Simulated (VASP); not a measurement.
Lu: single point with BLYP

Crystal: Lu.

```xyz
2
Lattice="3.6300 0.0000 0.0000 -1.8150 3.1437 0.0000 0.0000 0.0000 5.6504" Properties=species:S:1:pos:R:3 pbc="T T T"
Lu    0.0000    2.0958    1.4126
Lu    1.8150    1.0479    4.2378
```

```
Program                : VASP 6.6.1
Task                   : single point
Functional             : BLYP
Potentials or basis    : VASP PAW PBE potentials, release 64 (Lu)
Cutoff                 : 520 eV
k mesh                 : 17 × 17 × 10
Occupations            : fermi-dirac, width 0.1 eV
Spin                   : no spin polarisation
Dipole correction      : no
Further INCAR settings : ALGO = Normal; EDIFF = 1e-07; NBANDS = 32
```

```yaml
Pressure: -2.8 GPa
Band_gap_on_the_k_mesh: zero (bands 25 and 26 overlap by 1.66 eV)
```

Levels at points of the mesh, in eV from the Fermi level:
| k point | band 23 | band 24 | band 25 | band 26 | band 27 | band 28 |
| --- | --- | --- | --- | --- | --- | --- |
| (0.00, 0.00, 0.00) | -5.16 | -2.22 | 0.61 | 1.93 | 1.93 | 2.33 |
| (0.00, 0.00, 0.50) | -4.13 | -4.13 | 1.12 | 1.12 | 1.84 | 1.84 |

It took 4.9 min on 1 thread of Oxide Virtual Turin-like Processor, on a shared host, peak memory 0.4 GiB.

Caveat: the PAW data sets were made with another functional, which shifts forces and pressure a little; spin-orbit coupling is left out, which moves the levels of the heavy elements.
